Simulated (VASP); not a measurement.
# C in VASP: further runs

Aim: see how the results for C move with the level of theory and the settings. Levels: r2SCAN, PBE. Tasks: dielectric tensor, G0W0 quasiparticle levels.

Program: VASP 6.6.1. These are calculated values, not measurements. Logs are shortened: lines on timing, memory, paths and dates and some standing lists are left out, and cuts for length are marked.

### 1 The cell of the first run

It takes space group Fd-3m (No. 227, cubic). Conventional cell: a = 3.560 Å, b = 3.560 Å, c = 3.560 Å, α = 90.00°, β = 90.00°, γ = 90.00°. C (site symmetry -43m) has 4 C at 1.54 Å within 2.1 Å.

### 2 Dielectric tensor, r2SCAN

Contents of INCAR:

```
SYSTEM = C
ALGO     = Normal         ! electronic algorithm
EDIFF    = 1E-8           ! SCF threshold, eV
ENCUT    = 520            ! plane-wave cutoff, eV
ISIF     = 2              ! what is computed and relaxed
ISMEAR   = 0              ! smearing method
LASPH    = .True.         ! aspherical terms in the spheres
LCALCEPS = .True.       
LCHARG   = .False.        ! write CHGCAR
LMIXTAU  = .True.       
LREAL    = .False.        ! projectors in reciprocal space
LWAVE    = .False.        ! write WAVECAR
METAGGA  = R2SCAN         ! meta-GGA
NELM     = 80             ! most SCF steps
PREC     = Accurate       ! precision mode
SIGMA    = 0.01           ! smearing width, eV
```

Contents of KPOINTS:

```
k-points
0
Gamma
  10 10 10
  0 0 0
```

Contents of POSCAR:

```
C
1.0
    0.0000000000      1.7801241425      1.7801241425
    1.7801241425      0.0000000000      1.7801241425
    1.7801241425      1.7801241425      0.0000000000
C
2
Direct
    0.0000000000      0.0000000000      0.0000000000
    0.2500000000      0.2500000000      0.2500000000
```

Potentials or basis: VASP PAW PBE potentials, release 64 (C).

The run is started by

```sh
> cat potpaw_PBE.64/C/POTCAR > POTCAR
> mpirun -np 1 vasp_std > vasp.out
```

OUTCAR:

```text
SYSTEM = C
   EDIFF = 1E-8
   ENCUT = 520
   ISIF = 2
   ISMEAR = 0
   LASPH = .True.
   LREAL = .False.
   METAGGA = R2SCAN
   NELM = 80
   PREC = Accurate

 ion  position               nearest neighbor table
   1  0.000  0.000  0.000-   2 1.54   2 1.54   2 1.54   2 1.54
   2  0.250  0.250  0.250-   1 1.54   1 1.54   1 1.54   1 1.54

  LATTYP: Found a face centered cubic cell.
 ALAT       =     3.5602482850

  Lattice vectors:

 A1 = (   0.0000000000,   1.7801241425,   1.7801241425)
 A2 = (   1.7801241425,   0.0000000000,   1.7801241425)
 A3 = (   1.7801241425,   1.7801241425,   0.0000000000)

Analysis of symmetry for initial positions (statically):
=====================================================================
 Subroutine PRICEL returns:
 Original cell was already a primitive cell.

 Routine SETGRP: Setting up the symmetry group for a
 face centered cubic supercell.

 Subroutine GETGRP returns: Found 48 space group operations
 (whereof 24 operations were pure point group operations)
 out of a pool of 48 trial point group operations.

The static configuration has the point symmetry T_d .
 The point group associated with its full space group is O_h .

Analysis of symmetry for dynamics (positions and initial velocities):
=====================================================================
 Subroutine PRICEL returns:
 Original cell was already a primitive cell.

 Routine SETGRP: Setting up the symmetry group for a
 face centered cubic supercell.

 Subroutine GETGRP returns: Found 48 space group operations
 (whereof 24 operations were pure point group operations)
 out of a pool of 48 trial point group operations.

The dynamic configuration has the point symmetry T_d .
 The point group associated with its full space group is O_h .

 Subroutine INISYM returns: Found 48 space group operations
 (whereof 24 operations are pure point group operations),
 and found     1 'primitive' translations

----------------------------------------------------------------------------------------

                                     Primitive cell

  volume of cell :      11.2819

  direct lattice vectors                    reciprocal lattice vectors
     0.000000000  1.780124143  1.780124143    -0.280879287  0.280879287  0.280879287
     1.780124143  0.000000000  1.780124143     0.280879287 -0.280879287  0.280879287
     1.780124143  1.780124143  0.000000000     0.280879287  0.280879287 -0.280879287

  length of vectors
     2.517475705  2.517475705  2.517475705     0.486497196  0.486497196  0.486497196

  position of ions in fractional coordinates (direct lattice)
     0.000000000  0.000000000  0.000000000
     0.250000000  0.250000000  0.250000000

  ion indices of the primitive-cell ions
   primitive index   ion index
                 1           1
                 2           2

----------------------------------------------------------------------------------------

 KPOINTS: k-points

Automatic generation of k-mesh.
 Grid dimensions read from file:
 generate k-points for:   10   10   10

 Generating k-lattice:

  Cartesian coordinates                     Fractional coordinates (reciprocal lattice)
    -0.028087929  0.028087929  0.028087929     0.100000000  0.000000000  0.000000000
     0.028087929 -0.028087929  0.028087929     0.000000000  0.100000000  0.000000000
     0.028087929  0.028087929 -0.028087929     0.000000000  0.000000000  0.100000000

  Length of vectors
     0.048649720  0.048649720  0.048649720

  Shift w.r.t. Gamma in fractional coordinates (k-lattice)
     0.000000000  0.000000000  0.000000000

 Subroutine IBZKPT returns following result:
 ===========================================

 Found     47 irreducible k-points:

 Following reciprocal coordinates:
            Coordinates               Weight
  0.000000  0.000000  0.000000      1.000000
  0.100000  0.000000  0.000000      8.000000
  0.200000  0.000000  0.000000      8.000000
  0.300000  0.000000  0.000000      8.000000
  0.400000  0.000000  0.000000      8.000000
  0.500000  0.000000  0.000000      4.000000
[... 16 lines left out ...]
  0.300000  0.300000  0.000000      6.000000
  0.400000  0.300000  0.000000     24.000000
 [... further k-points ...]
   k-points           NKPTS =     47   k-points in BZ     NKDIM =     47   number of bands    NBANDS=      8
   number of dos      NEDOS =    301   number of ions     NIONS =      2
   total plane-waves  NPLWV =   8000
   dimension x,y,z NGX =    20 NGY =   20 NGZ =   20
   dimension x,y,z NGXF=    40 NGYF=   40 NGZF=   40
   ions per type =               2
   NGX,Y,Z   is equivalent  to a cutoff of  13.21, 13.21, 13.21 a.u.
   NGXF,Y,Z  is equivalent  to a cutoff of  26.41, 26.41, 26.41 a.u.
 SYSTEM =  C
   PREC   = accura    normal or accurate (medium, high low for compatibility)
   ISTART =      0    job   : 0-new  1-cont  2-samecut
   ICHARG =      2    charge: 1-file 2-atom 10-const
   ISPIN  =      1    spin polarized calculation?
   LNONCOLLINEAR =      F non collinear calculations
   LSORBIT =      F    spin-orbit coupling
   LASPH  =      T    aspherical Exc in radial PAW
   ENCUT  =  520.0 eV  38.22 Ry    6.18 a.u.   4.68  4.68  4.68*2*pi/ulx,y,z
   NELM   =     80;   NELMIN=  2; NELMDL= -5     # of ELM steps
   EDIFF  = 0.1E-07   stopping-criterion for ELM
   LREAL  =      F    real-space projection
   EDIFFG = 0.1E-06   stopping-criterion for IOM
   NSW    =      0    number of steps for IOM
   IBRION =     -1    ionic relax: 0-MD 1-quasi-New 2-CG
   NFREE  =      0    steps in history (QN), initial steepest desc. (CG)
   ISIF   =      2    stress and relaxation
   ISYM   =      2    0-nonsym 1-usesym 2-fastsym
   POTIM  = 0.5000    time-step for ionic-motion
   TEBEG  =    0.0;   TEEND  =   0.0 temperature during run
   PSTRESS=    0.0 pullay stress
   NELECT =       8.0000    total number of electrons
   NUPDOWN=      -1.0000    fix difference up-down
   EMIN   =  10.00;   EMAX   =-10.00  energy-range for DOS
   EFERMI =   0.00;   METHOD = LEGACY
   ISMEAR =     0;   SIGMA  =   0.01  broadening in eV -4-tet -1-fermi 0-gaus
   EFERMI_NEDOS =   21; number of points for ismear=-14 and -15
   IALGO  =     38    algorithm
   IMIX   =      4    mixing-type and parameters
     AMIX     =   0.40;   BMIX     =  1.00
     AMIX_MAG =   1.60;   BMIX_MAG =  1.00
  volume/ion in A,a.u.               =       5.64        38.07
  Fermi-wavevector in a.u.,A,eV,Ry     =   1.459860  2.758735 28.996616  2.131191
  Thomas-Fermi vector in A             =   2.576377
   LORBIT       =      0    0 simple, 1 ext, 2 COOP (PROOUT), +10 PAW based schemes
   METAGGA = R2SCAN    functional components
   LHFCALC =     F    Hartree Fock is set to
   AEXX    =    0.0000 exact exchange contribution
   IVDW    =     0    specifies the selected vdW correction
   LEPSILON=     F    determine dielectric tensor
   LRPA    =     F    only Hartree local field effects (RPA)
   LRPA       =     F
 non-spin polarized calculation
 Gauss-broadening in eV      SIGMA  =   0.01
  energy-cutoff  :      520.00
  volume of cell :       11.28
 maximum number of plane-waves:       318
   NGX =  9   NGY =  9   NGZ =  9

 Total electronic dipole moment: p[elc]=(    -0.00000    -0.00000    -0.00000 ) |e| Angst

 Total electronic dipole moment: p[elc]=(     0.00000     0.00000    -0.00000 ) |e| Angst

 number of electron       7.9999999 magnetization

 Free energy of the ion-electron system (eV)
  ---------------------------------------------------
  ext. energy  EPLUGINS =         0.00000000
  ---------------------------------------------------
  free energy    TOTEN  =       -19.65712488 eV

  energy without entropy =      -19.65712488  energy(sigma->0) =      -19.65712488

 E-fermi :   9.8460     XC(G=0): -14.2880

 val. band max:        9.7925524760   @ k =   0.0000   0.0000   0.0000
 cond. band min:   10000.0000000000   @ k =   0.0000   0.0000   0.0000
 fundamental gap:   9990.2074475240
 Fermi energy:         9.8460117182

 k-point     1 :       0.0000    0.0000    0.0000
  band No.  band energies     occupation
      1     -12.9788      2.00000
      2       9.7925      2.00000
      3       9.7925      2.00000
      4       9.7926      2.00000
      5   10000.0000      0.00000
      6   10000.0000      0.00000
      7   10000.0000      0.00000
      8   10000.0000      0.00000
[... 243 lines left out ...]
 k-point    24 :       0.4000    0.3000    0.0000
  band No.  band energies     occupation
      1      -8.1656      2.00000
      2       1.1387      2.00000
      3       3.4406      2.00000
      4       4.0944      2.00000
      5   10000.0000      0.00000
      6   10000.0000      0.00000
      7   10000.0000      0.00000
      8   10000.0000      0.00000

 [... further k-points ...]

------------------------ aborting loop because EDIFF is reached ----------------------------------------

            Ionic dipole moment: p[ion]=(     3.56025     3.56025     3.56025 ) |e| Angst

 Total electronic dipole moment: p[elc]=(     0.00000     0.00000     0.00299 ) |e| Angst

 MACROSCOPIC STATIC DIELECTRIC TENSOR (including local field effects)
 ------------------------------------------------------
           5.793761    -0.000000     0.000000
          -0.000000     5.793761    -0.000000
          -0.000000     0.000000     5.793761
 ------------------------------------------------------

 PIEZOELECTRIC TENSOR (including local field effects) (e Angst)
          XX          YY          ZZ          XY          YZ          ZX
  --------------------------------------------------------------------------------
  x    -0.00000    -0.00000    -0.00000    -0.00000     0.00000     0.00000
  y    -0.00000     0.00000    -0.00000    -0.00000     0.00000    -0.00000
  z     0.00000     0.00000     0.00000     0.00000     0.00000    -0.00000

 PIEZOELECTRIC TENSOR (including local field effects) (C/m^2)
          XX          YY          ZZ          XY          YZ          ZX
  --------------------------------------------------------------------------------
  x    -0.00000    -0.00000    -0.00000    -0.00000     0.00000     0.00000
  y    -0.00000     0.00000    -0.00000    -0.00000     0.00000    -0.00000
  z     0.00000     0.00000     0.00000     0.00000     0.00000    -0.00000

 BORN EFFECTIVE CHARGES (including local field effects) (in |e|, cummulative output)
 ---------------------------------------------------------------------------------
 ion    1
    1     0.00000     0.00000     0.00000
    2     0.00000     0.00000     0.00000
    3    -0.00000    -0.00000     0.00000
 ion    2
    1    -0.00000     0.00000     0.00000
    2     0.00000    -0.00000     0.00000
    3    -0.00000    -0.00000    -0.00000

  FORCE on cell =-STRESS in cart. coord.  units (eV):
  Direction    XX          YY          ZZ          XY          YZ          ZX
  --------------------------------------------------------------------------------------
  -------------------------------------------------------------------------------------
  Total        0.0798085      0.0798085      0.0798085      0.0000000      0.0000000     -0.0000000
  in kB       11.3338890     11.3338890     11.3338890      0.0000000      0.0000000     -0.0000000
  external PRESSURE =      11.3338890 kB  Pullay stress =       0.0000000 kB

 VOLUME and BASIS-vectors are now :
 -----------------------------------------------------------------------------
  energy-cutoff  :      520.00
  volume of cell :       11.28
      direct lattice vectors                 reciprocal lattice vectors
     0.000000000  1.780124143  1.780124143    -0.280879287  0.280879287  0.280879287
     1.780124143  0.000000000  1.780124143     0.280879287 -0.280879287  0.280879287
     1.780124143  1.780124143  0.000000000     0.280879287  0.280879287 -0.280879287

 POSITION                                       TOTAL-FORCE (eV/Angst)
 -----------------------------------------------------------------------------------
      0.00000      0.00000      0.00000         0.000000      0.000000      0.000000
      0.89006      0.89006      0.89006        -0.000000     -0.000000     -0.000000
 -----------------------------------------------------------------------------------
    total drift:                               -0.000000     -0.000000      0.000000

  FREE ENERGIE OF THE ION-ELECTRON SYSTEM (eV)
  ---------------------------------------------------
  free  energy   TOTEN  =       -19.6571248844 eV

  energy  without entropy=      -19.6571248844  energy(sigma->0) =      -19.65712488
```

Run time: 32 min. Hardware: 1 thread of AMD EPYC 7R43 (Zen 3), shared host; peak memory 0.19 GiB.

What came out:

```yaml
Band_gap_on_the_k_mesh: 4.38 eV, indirect (least direct gap 5.85 eV)
Electronic_dielectric_tensor_diagonal: 5.79
Born_charges_mean_of_the_diagonal: C +0.00 e
```

Electronic dielectric tensor:
```
5.79 0.00 0.00
0.00 5.79 0.00
0.00 0.00 5.79
```

Born effective charge tensors (e):
atom 1, C
```
0.00 0.00 0.00
0.00 0.00 0.00
0.00 0.00 0.00
```
atom 2, C
```
0.00 0.00 0.00
0.00 0.00 0.00
0.00 0.00 0.00
```

Dipole moments of the cell (e·Å, modulo the quantum): ionic 3.560, 3.560, 3.560; electronic 0.000, 0.000, 0.003

Caveat: the PAW data sets were made with another functional, which shifts forces and pressure a little.

(Continued in part 2 of 2.)
